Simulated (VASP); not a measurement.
A run of VASP 6.6.1:

File INCAR:

```
ALGO = Normal
EDIFF = 1E-6
ENCUT = 520
GGA = PS
ISIF = 2
ISMEAR = -1
LASPH = True
LCHARG = False
LDAU = True
LDAUJ = 0
LDAUL = 2
LDAUPRINT = 1
LDAUTYPE = 2
LDAUU = 8
LMAXMIX = 4
LREAL = False
LWAVE = False
NBANDS = 19
NELM = 150
PREC = Accurate
SIGMA = 0.05
```

File KPOINTS:

```
k-points
0
Gamma
  9 9 5
```

File POSCAR:

```
Zr
1.0
    3.2320000000      0.0000000000      0.0000000000
   -1.6160000000      2.7989941050      0.0000000000
    0.0000000000      0.0000000000      5.1470000000
Zr
2
Direct
    0.6666666667      0.3333333333      0.7500000000
    0.3333333333      0.6666666667      0.2500000000
```

Potentials or basis: VASP PAW PBE potentials, release 64 (Zr_sv).

The run is started by

```console
$ cat potpaw_PBE.64/Zr_sv/POTCAR > POTCAR
$ mpirun -np 1 vasp_std > vasp.out
```

Hardware: 1 thread of Intel(R) Xeon(R) 6975P-C (Granite Rapids), on a shared host.

How long does it take, and how much memory?

Wall time 8.6 s on 1 thread of Intel(R) Xeon(R) 6975P-C (Granite Rapids), on a shared host, peak memory 0.16 GiB. Counts: scf iterations 12, k points 36.
